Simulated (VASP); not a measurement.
# TaSe2F (P4/mmm) in VASP: further runs, part 2 of 2

VASP 6.6.1. The steps go on from the part before.

## (3) Single point, PBE, collinear spin

This run uses another cell than the first one, of 25.63 Å³/atom.

The input, INCAR:

```
SYSTEM = TaSe2F
ALGO = Normal ; EDIFF = 1E-6
ENCUT = 520 ; GGA = PE
ISIF = 2 ; ISMEAR = 0
ISPIN = 2 ; LASPH = .True.
LCHARG = .False. ; LMAXMIX = 4
LORBIT = 11 ; LREAL = .False.
LWAVE = .False. ; MAGMOM = 1 0 0 0
NBANDS = 27 ; NELM = 150
PREC = Accurate ; SIGMA = 0.1
```

The input, KPOINTS:

```
k-points
0
Gamma
  4 4 4
  0 0 0
```

The input, POSCAR:

```
TaSe2F
1.0
    5.0016227253      0.0000000000      0.0000000000
    0.0000000000      5.0016227253      0.0000000000
    0.0000000000      0.0000000000      4.0984705260
Ta Se F
1 2 1
Direct
    0.5000000000      0.5000000000      0.0000000000
    0.0000000000      0.5000000000      0.0000000000
    0.5000000000      0.0000000000      0.0000000000
    0.5000000000      0.5000000000      0.5000000000
```

Potentials or basis: VASP PAW PBE potentials, release 64 (Ta_pv, Se, F).

Command:

```sh
$ cat potpaw_PBE.64/Ta_pv/POTCAR potpaw_PBE.64/Se/POTCAR potpaw_PBE.64/F/POTCAR > POTCAR
$ mpirun -np 1 vasp_std > vasp.out
```

OUTCAR:

```text
SYSTEM = TaSe2F
   EDIFF = 1E-6
   ENCUT = 520
   GGA = PE
   ISIF = 2
   ISMEAR = 0
   ISPIN = 2
   LASPH = .True.
   LORBIT = 11
   LREAL = .False.
   NELM = 150
   PREC = Accurate

 ion  position               nearest neighbor table
   1  0.500  0.500  0.000-   4 2.05   4 2.05   2 2.50   3 2.50   3 2.50   2 2.50
   2  0.000  0.500  0.000-   1 2.50   1 2.50
   3  0.500  0.000  0.000-   1 2.50   1 2.50
   4  0.500  0.500  0.500-   1 2.05   1 2.05

  LATTYP: Found a simple tetragonal cell.
 ALAT       =     5.0016227253
 C/A-ratio  =     0.8194281638

  Lattice vectors:

 A1 = (   5.0016227253,   0.0000000000,   0.0000000000)
 A2 = (   0.0000000000,   5.0016227253,   0.0000000000)
 A3 = (   0.0000000000,   0.0000000000,   4.0984705260)

Analysis of symmetry for initial positions (statically):
=====================================================================
 Subroutine PRICEL returns:
 Original cell was already a primitive cell.

 Routine SETGRP: Setting up the symmetry group for a
 simple tetragonal supercell.

 Subroutine GETGRP returns: Found 16 space group operations
 (whereof 16 operations were pure point group operations)
 out of a pool of 16 trial point group operations.

The static configuration has the point symmetry D_4h.

Analysis of symmetry for dynamics (positions and initial velocities):
=====================================================================
 Subroutine PRICEL returns:
 Original cell was already a primitive cell.

 Routine SETGRP: Setting up the symmetry group for a
 simple tetragonal supercell.

 Subroutine GETGRP returns: Found 16 space group operations
 (whereof 16 operations were pure point group operations)
 out of a pool of 16 trial point group operations.

The dynamic configuration has the point symmetry D_4h.

Analysis of structural, dynamic, and magnetic symmetry:
[... 156 lines left out ...]

  energy without entropy =      -25.14740048  energy(sigma->0) =      -25.15654864

 E-fermi :   1.3789     XC(G=0):  -8.4941

 val. band max:        1.3526294617   @ k =   0.5000   0.0000   0.0000
 cond. band min:       1.4117611558   @ k =   0.5000   0.2500   0.5000
 fundamental gap:      0.0591316941
 Fermi energy:         1.3788615921

 spin component 1

 k-point     1 :       0.0000    0.0000    0.0000
  band No.  band energies     occupation
      1     -34.7577      1.00000
      2     -34.4107      1.00000
      3     -34.4107      1.00000
      4     -24.2179      1.00000
      5     -11.7462      1.00000
      6     -10.8093      1.00000
[... 529 lines left out ...]
     26      12.8988      0.00000
     27      12.9003      0.00000
 Fermi energy:         1.3788615921

 spin component 2

 k-point     1 :       0.0000    0.0000    0.0000
  band No.  band energies     occupation
      1     -34.7614      1.00000
      2     -34.4136      1.00000
      3     -34.4136      1.00000
      4     -24.2179      1.00000
      5     -11.7406      1.00000
      6     -10.8036      1.00000
[... 529 lines left out ...]
     26      12.9038      0.00000
     27      12.9040      0.00000

------------------------ aborting loop because EDIFF is reached ----------------------------------------

  FORCE on cell =-STRESS in cart. coord.  units (eV):
  Direction    XX          YY          ZZ          XY          YZ          ZX
  --------------------------------------------------------------------------------------
  -------------------------------------------------------------------------------------
  Total        0.1592780      0.1592780      0.1149304      0.0000000      0.0000000      0.0000000
  in kB        2.4889870      2.4889870      1.7959814      0.0000000      0.0000000      0.0000000
  external PRESSURE =       2.2579851 kB  Pullay stress =       0.0000000 kB

 VOLUME and BASIS-vectors are now :
 -----------------------------------------------------------------------------
  energy-cutoff  :      520.00
  volume of cell :      102.53
      direct lattice vectors                 reciprocal lattice vectors
     5.001622725  0.000000000  0.000000000     0.199935112  0.000000000  0.000000000
     0.000000000  5.001622725  0.000000000     0.000000000  0.199935112  0.000000000
     0.000000000  0.000000000  4.098470526     0.000000000  0.000000000  0.243993459

 POSITION                                       TOTAL-FORCE (eV/Angst)
 -----------------------------------------------------------------------------------
      2.50081      2.50081      0.00000         0.000000      0.000000      0.000000
      0.00000      2.50081      0.00000         0.000000      0.000000      0.000000
      2.50081      0.00000      0.00000         0.000000      0.000000      0.000000
      2.50081      2.50081      2.04924         0.000000      0.000000      0.000000
 -----------------------------------------------------------------------------------
    total drift:                               -0.000000      0.000000     -0.000000

  FREE ENERGIE OF THE ION-ELECTRON SYSTEM (eV)
  ---------------------------------------------------
  free  energy   TOTEN  =       -25.1656967932 eV

  energy  without entropy=      -25.1474004846  energy(sigma->0) =      -25.15654864

 total charge

# of ion       s       p       d       tot
------------------------------------------
    1        0.290   6.197   2.172   8.659
    2        1.452   2.403   0.025   3.879
    3        1.452   2.403   0.025   3.879
    4        1.737   4.376   0.000   6.113
--------------------------------------------------
tot          4.931  15.379   2.221  22.530

 magnetization (x)

# of ion       s       p       d       tot
------------------------------------------
    1       -0.000  -0.000  -0.004  -0.005
    2        0.000   0.005  -0.000   0.005
    3        0.000   0.005  -0.000   0.005
    4        0.000   0.000   0.000   0.000
--------------------------------------------------
tot          0.000   0.010  -0.005   0.006
```

OSZICAR:

```text
N       E                     dE             d eps       ncg     rms          rms(c)
DAV:   1     0.216110292280E+03    0.21611E+03   -0.14264E+04  1968   0.971E+02
DAV:   2    -0.158182974751E+02   -0.23193E+03   -0.22110E+03  2404   0.258E+02
DAV:   3    -0.282459453956E+02   -0.12428E+02   -0.12317E+02  2416   0.594E+01
DAV:   4    -0.283674248612E+02   -0.12148E+00   -0.12139E+00  2378   0.654E+00
DAV:   5    -0.283686468223E+02   -0.12220E-02   -0.12219E-02  2406   0.657E-01    0.196E+01
DAV:   6    -0.254257992954E+02    0.29428E+01   -0.98206E+00  2134   0.189E+01    0.743E+00
DAV:   7    -0.252520088880E+02    0.17379E+00   -0.11650E+00  2057   0.592E+00    0.623E+00
DAV:   8    -0.252277849952E+02    0.24224E-01   -0.33907E-01  2367   0.357E+00    0.148E+00
DAV:   9    -0.251704311007E+02    0.57354E-01   -0.73343E-02  2177   0.141E+00    0.657E-01
DAV:  10    -0.251656406478E+02    0.47905E-02   -0.13647E-02  2358   0.530E-01    0.258E-01
DAV:  11    -0.251655993591E+02    0.41289E-04   -0.84136E-04  2252   0.148E-01    0.130E-01
DAV:  12    -0.251656980895E+02   -0.98730E-04   -0.19899E-04  2153   0.719E-02    0.445E-02
DAV:  13    -0.251656858713E+02    0.12218E-04   -0.52261E-05  2188   0.372E-02    0.168E-02
DAV:  14    -0.251656906506E+02   -0.47794E-05   -0.58729E-06  2084   0.146E-02    0.627E-03
DAV:  15    -0.251656959365E+02   -0.52859E-05   -0.42261E-06  2010   0.977E-03    0.348E-03
DAV:  16    -0.251656967932E+02   -0.85662E-06   -0.97724E-07  1768   0.491E-03
   1 F= -.25165697E+02 E0= -.25156549E+02  d E =-.182963E-01  mag=     0.0096
```

Wall time 84 s (1 thread of Intel Xeon Platinum 8259CL at 2.50GHz (Skylake/Cascade Lake), shared host); peak memory 0.29 GiB.

Results:

```yaml
Free_energy: -25.1657 eV
Pressure: 0.2 GPa
Band_gap_on_the_k_mesh: zero (filled and empty bands overlap)
Net_moment: 0.01 μB per cell
Valence_electrons_inside_the_program's_atomic_spheres: Ta 8.66; Se 3.88; F 6.11
```

Levels at points of the mesh, in eV from the Fermi level:
Spin up:
```tsv
k point	band 13	band 14	band 15	band 16	band 17	band 18
(0.00, 0.00, 0.00)	-0.53	-0.22	-0.22	-0.08	-0.05	-0.05
(0.50, 0.00, 0.00)	-2.05	-1.53	-0.57	-0.03	1.98	2.35
(0.50, 0.50, 0.00)	-2.02	-2.02	0.79	2.50	2.61	2.61
(0.00, 0.00, 0.50)	-1.29	-0.43	-0.11	-0.11	1.22	1.22
(0.50, 0.00, 0.50)	-2.04	-1.99	-1.30	1.26	2.25	2.43
(0.50, 0.50, 0.50)	-1.92	-1.92	0.90	2.66	2.78	2.78
```
Spin down:
```tsv
k point	band 13	band 14	band 15	band 16	band 17	band 18
(0.00, 0.00, 0.00)	-0.53	-0.21	-0.21	-0.08	-0.05	-0.05
(0.50, 0.00, 0.00)	-2.05	-1.52	-0.57	-0.03	1.98	2.35
(0.50, 0.50, 0.00)	-2.02	-2.02	0.80	2.50	2.61	2.61
(0.00, 0.00, 0.50)	-1.29	-0.43	-0.10	-0.10	1.22	1.22
(0.50, 0.00, 0.50)	-2.04	-1.99	-1.28	1.25	2.25	2.43
(0.50, 0.50, 0.50)	-1.92	-1.92	0.92	2.66	2.78	2.78
```

Caveat: the k points lie up to 0.38 Å⁻¹ apart, too coarse for converged energies and pressures of a metal; spin-orbit coupling is left out, which moves the levels of the heavy elements.

The gap in the log of VASP goes by the Fermi energy; the results here count the filled bands.